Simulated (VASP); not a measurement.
Sn, 2 atoms in the cell. The structure is cubic, space group Fd-3m (No. 227). Conventional cell: a = 6.550 Å, b = 6.550 Å, c = 6.550 Å, α = 90.00°, β = 90.00°, γ = 90.00°. Within 3.7 Å of Sn (site symmetry -43m) lie 4 Sn at 2.84 Å. 

| Item | Value |
| --- | --- |
| Program | VASP 6.6.1 |
| Task | single point |
| Functional | PBEsol |
| Potentials or basis | VASP PAW PBE potentials, release 64 (Sn_d) |
| Cutoff | 500 eV |
| k mesh | 5 × 5 × 5 |
| Occupations | methfessel-paxton, width 0.02 eV |
| Spin | no spin polarisation |
| Dipole correction | no |
| Further INCAR settings | ALGO = Normal; EDIFF = 1e-06; NBANDS = 21 |

Potentials or basis: VASP PAW PBE potentials, release 64 (Sn_d).

The run is started by

```bash
$ cat potpaw_PBE.64/Sn_d/POTCAR > POTCAR
$ mpirun -np 1 vasp_std > vasp.out
```

Hardware: 1 thread of AMD EPYC 9R45 96-Core Processor (Zen 5), on a shared host.

Task: Estimate the wall time of this run.

Result: Wall time 12 s on 1 thread of AMD EPYC 9R45 96-Core Processor (Zen 5), on a shared host, peak memory 0.17 GiB. Counts: scf iterations 12, k points 10.
